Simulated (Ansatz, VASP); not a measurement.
# One calculation of BN, two programs

File INCAR:

```
PREC = Accurate
ENCUT = 520
EDIFF = 1E-6
ISMEAR = 0
SIGMA = 0.05
LREAL = F
LASPH = T
NELM = 60
ALGO = Normal
ISIF = 2
LWAVE = F
LCHARG = T
GGA = PE
LELF = T
LVHAR = T
NBANDS = 16
```

Contents of KPOINTS:

```
Automatic mesh
0
Gamma
  12 12 6
```

POSCAR

```
BN
1.0
    2.5539396017      0.0095772735      0.0000000000
   -1.2686756387      2.2069879380      0.0000000000
    0.0000000000      0.0000000000      4.2268550000
B N
2 2
Direct
    0.6666666667      0.3333333333      0.9997240000
    0.3333333333      0.6666666667      0.4997240000
    0.6666666667      0.3333333333      0.6252760000
    0.3333333333      0.6666666667      0.1252760000
```

Input for Ansatz:

```yaml
crystal:
  lattice:
    - [2.5539396017, 0.0095772735, 0.0]
    - [-1.2686756387, 2.206987938, 0.0]
    - [0.0, 0.0, 4.226855]
  atoms:
    - { symbol: B, position: [0.6666666667, 0.3333333333, 0.999724] }
    - { symbol: B, position: [0.3333333333, 0.6666666667, 0.499724] }
    - { symbol: "N", position: [0.6666666667, 0.3333333333, 0.625276] }
    - { symbol: "N", position: [0.3333333333, 0.6666666667, 0.125276] }
basis:
  ecutwfc: 420
kpoints:
  mp_grid: { grid: [12, 12, 6] }
hamiltonian:
  xc: pbe
scf:
  occupations: { method: gaussian, width: 0.05 }
output:
  forces: true
  stress: true
  eigenvalues: true
```

Change from the starting cell: strain +0.0075 x Voigt [0, 0, 0, 0, 0, 1], atoms carried along.

Alike in both runs: task single point; functional PBE; k mesh 12 × 12 × 6; occupations gaussian, width 0.05 eV; no spin polarisation.

|  | VASP | Ansatz |
| --- | --- | --- |
| version | VASP 6.6.1 | Ansatz 0.2.0 |
| potentials or method | VASP PAW PBE potentials, release 64 (B, N), cutoff 520 eV | scalar-relativistic, plane waves, PAW |
| valence electrons in the cell | 16 | 16 |

Ansatz gave:

| Quantity | Value |
| --- | --- |
| gap on the k mesh at the Fermi level (eV) | 5.19 |
| least direct gap on the mesh (eV) | 8.22 |
| pressure (GPa) | 0.0 |
| traceless stress, the component that is largest in VASP (GPa) | -3.05 |
| rms of the force components (eV/Å) | 0.017 |

Question: Estimate VASP's values.

Answer: gap on the k mesh at the Fermi level (eV): 5.17; least direct gap on the mesh (eV): 8.21; pressure (GPa): 0.2; traceless stress, the component that is largest in VASP (GPa): -3.07; rms of the force components (eV/Å): 0.017.

Atom by atom the forces differ by 0.001 eV/Å (rms over components).
